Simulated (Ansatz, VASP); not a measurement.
**Two plane-wave programs on Cd**

```xyz
1
Lattice="-1.6266 1.6266 1.6266 1.6266 -1.6266 1.6266 1.6266 1.6266 -1.6266" Properties=species:S:1:pos:R:3 pbc="T T T"
Cd    0.0000    0.0000    0.0000
```

Alike in both runs: task single point; functional r2SCAN; k mesh 8 × 8 × 8; occupations gaussian, width 0.1 eV; no spin polarisation.

```csv
,VASP,Ansatz
version,VASP 6.6.1,Ansatz 0.2.0
potentials or method,"VASP PAW PBE potentials, release 64 (Cd), cutoff 520 eV","scalar-relativistic, plane waves, PAW"
valence electrons in the cell,12,20
```

```tsv
	VASP	Ansatz	Ansatz less VASP
gap on the k mesh at the Fermi level (eV)	none	none	-
pressure (GPa)	25.0	23.9	-1.16
```

VASP's potentials were made for PBE, not for r2SCAN. A gap of «none» marks a metal or a gap that the smearing closes. The functional is the same, so the differences come from potentials, cutoffs and numerics. VASP's potentials hold 12 valence electrons a cell and Ansatz's 20, so a difference there can come from the potentials and not from the codes.
